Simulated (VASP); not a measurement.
Si3C, 8 atoms in the cell. It takes space group P6_3/mmc (No. 194, hexagonal). The conventional cell has a = 6.500 Å, b = 6.500 Å, c = 2.768 Å, α = 90.00°, β = 90.00°, γ = 120.00°. Si (site symmetry mm2) has 2 C at 2.07 Å and 6 Si at 2.61 to 2.67 Å within 2.7 Å. Within 2.7 Å of C (site symmetry -6m2) lie 6 Si at 2.07 Å. 

```yaml
Program: VASP 6.6.1
Task: single point
Functional: PBE
Potentials_or_basis: VASP PAW PBE potentials, release 64 (Si, C)
Cutoff: 520 eV
k_mesh: 9 × 9 × 14
Occupations: gaussian, width 0.1 eV
Spin: no spin polarisation
Dipole_correction: no
Further_INCAR_settings: ALGO = Normal; EDIFF = 1e-06; NBANDS = 26
```

Potentials or basis: VASP PAW PBE potentials, release 64 (Si, C).

Run with:

```console
$ cat potpaw_PBE.64/Si/POTCAR potpaw_PBE.64/C/POTCAR > POTCAR
$ mpirun -np 1 vasp_std > vasp.out
```

Hardware: 1 thread of Intel(R) Xeon(R) Platinum 8488C (Sapphire Rapids) (shared host).

**Question.** How long does it take, and how much memory?

**Answer.** It took 2.3 min on 1 thread of Intel(R) Xeon(R) Platinum 8488C (Sapphire Rapids), on a shared host, peak memory 0.34 GiB. Counts: scf iterations 13, k points 96.
